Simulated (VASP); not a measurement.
Ba, 1 atom in the cell. The structure is monoclinic, space group P2/m (No. 10). The conventional cell has a = 3.910 Å, b = 5.700 Å, c = 4.102 Å, α = 90.00°, β = 117.17°, γ = 90.00°. Within 5.1 Å of Ba (site symmetry 2/m) lie 6 Ba at 3.91 to 4.18 Å.  This cell differs from its parent crystal: strain +0.0225 x Voigt [0, 0, 0, 0, 0, 1].

| Item | Value |
| --- | --- |
| Program | VASP 6.6.1 |
| Task | single point |
| Functional | r2SCAN |
| Potentials or basis | VASP PAW PBE potentials, release 64 (Ba_sv) |
| Cutoff | 520 eV |
| k mesh | 14 × 14 × 8 |
| Occupations | gaussian, width 0.15 eV |
| Spin | no spin polarisation |
| Dipole correction | no |
| Further INCAR settings | ALGO = Normal; EDIFF = 1e-07; NBANDS = 11 |

Potentials or basis: VASP PAW PBE potentials, release 64 (Ba_sv).

Launch:

```sh
$ cat potpaw_PBE.64/Ba_sv/POTCAR > POTCAR
$ cp INCAR.step1 INCAR
$ mpirun -np 1 vasp_std > vasp.out
$ cp INCAR.step2 INCAR
$ mpirun -np 1 vasp_std > vasp.out
```

Hardware: 1 thread of Intel Xeon 8259CL (shared host).

Task: How long does it take, and how much memory?

Result: Run time: 42 min on 1 thread of Intel Xeon 8259CL, with other jobs on the host, peak memory 0.56 GiB. Counts: k points 500.
